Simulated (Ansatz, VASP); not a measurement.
**One calculation of Pb, two programs**

```xyz
2
Lattice="3.5148 0.0000 0.0000 -1.7574 3.0439 0.0000 0.0000 0.0000 5.5900" Properties=species:S:1:pos:R:3 pbc="T T T"
Pb    0.0000    2.0293    1.3975
Pb    1.7574    1.0146    4.1925
```

Change from the starting cell: equal xx and yy strain of +1 %.

Alike in both runs: task single point; functional PBEsol; k mesh 12 × 12 × 7; occupations fermi-dirac, width 0.05 eV; no spin polarisation.

|  | VASP | Ansatz |
| --- | --- | --- |
| version | VASP 6.6.1 | Ansatz 0.2.0 |
| potentials or method | VASP PAW PBE potentials, release 64 (Pb_d), cutoff 520 eV | all-electron LAPW, scalar-relativistic |

Ansatz gave:

* pressure (GPa): -0.1
* traceless stress, the component that is largest in VASP (GPa): 0.22

**Question.** What did VASP give for the same quantities?

**Answer.** Pressure (GPa): -0.2; traceless stress, the component that is largest in VASP (GPa): 0.24.

VASP's potentials were made for PBE, not for PBEsol. Ansatz ran all-electron here, and VASP with PAW potentials.

Spin-orbit coupling is off throughout.
